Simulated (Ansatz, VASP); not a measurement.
**One calculation of FePt, two programs**

File INCAR:

```
SYSTEM = FePt
PREC = Accurate ; ENCUT = 520
EDIFF = 1E-6 ; ISMEAR = -1
SIGMA = 0.05 ; LREAL = .FALSE.
LASPH = .TRUE. ; NELM = 150
ALGO = Normal ; ISIF = 2
LWAVE = .FALSE. ; LCHARG = .FALSE.
ISPIN = 2 ; MAGMOM = 2.7 0.4
LORBIT = 11 ; LMAXMIX = 4
NBANDS = 20
```

KPOINTS

```
regular mesh
0
G
  14 14 10
  0 0 0
```

The input POSCAR:

```
FePt
1.0
    2.6577955508      0.0000000000      0.0000000000
    0.0000000000      2.6577955508      0.0000000000
    0.0000000000      0.0000000000      3.6856156822
Fe Pt
1 1
Direct
    0.0000000000      0.0000000000      0.0000000000
    0.5000000000      0.5000000000      0.5000000000
```

Input for Ansatz:

```yaml
crystal:
  lattice:
    - [2.65779555085, 0.0, 0.0]
    - [0.0, 2.65779555085, 0.0]
    - [0.0, 0.0, 3.68561568218]
  atoms:
    - { symbol: Fe, position: [0.0, 0.0, 0.0], spin: 2.7 }
    - { symbol: Pt, position: [0.5, 0.5, 0.5], spin: 0.4 }
magnetization:
  spin_polarized: true
kpoints:
  mp_grid: { grid: [14, 14, 10] }
scf:
  occupations: { method: fermi_dirac, width: 0.05 }
hamiltonian:
  xc: lda
  pseudopotentials: { kind: all_electron, lapw: { basis_error: 0.001 } }
output:
  forces: true
  stress: true
  eigenvalues: true
  eigenstates:
    nscf_kmesh: { grid: [20, 20, 16] }
    de_dk: true
    e_range: [-14, 14]
  optics:
    e_range: [0, 30]
    de: 0.2
    sigma: 0.25
    bands: { spectra_wanted_up_to: 30 }
    nscf_kmesh: { grid: [20, 20, 16] }
    drude_damping: 0.2
checkpoint:
  write: ck
  write_wavefunctions: false
```

Alike in both runs: task single point; functional LDA; k mesh 14 × 14 × 10; occupations fermi-dirac, width 0.05 eV; collinear spin.

```csv
,VASP,Ansatz
version,VASP 6.6.1,Ansatz 0.2.0
potentials or method,"VASP PAW LDA potentials, release 64 (Fe, Pt), cutoff 520 eV","all-electron LAPW, scalar-relativistic"
```

Ansatz gave:

* pressure (GPa): 0.0
* traceless stress, the component that is largest in VASP (GPa): 0.02
* net moment per atom (μB): 1.54
* size of the moment on the site where the two differ most (μB): 2.75

Q: Which values does VASP return?

A: Pressure (GPa): -0.3; traceless stress, the component that is largest in VASP (GPa): 0.14; net moment per atom (μB): 1.51; size of the moment on the site where the two differ most (μB): 2.65.

LDA's correlation is that of Perdew and Zunger in VASP and of Perdew and Wang (1992) in Ansatz. Site moments also hang on the region over which each program counts them. Ansatz ran all-electron here, and VASP with PAW potentials. Ansatz's warnings: optics on partly filled bands.

Spin-orbit coupling is off throughout.
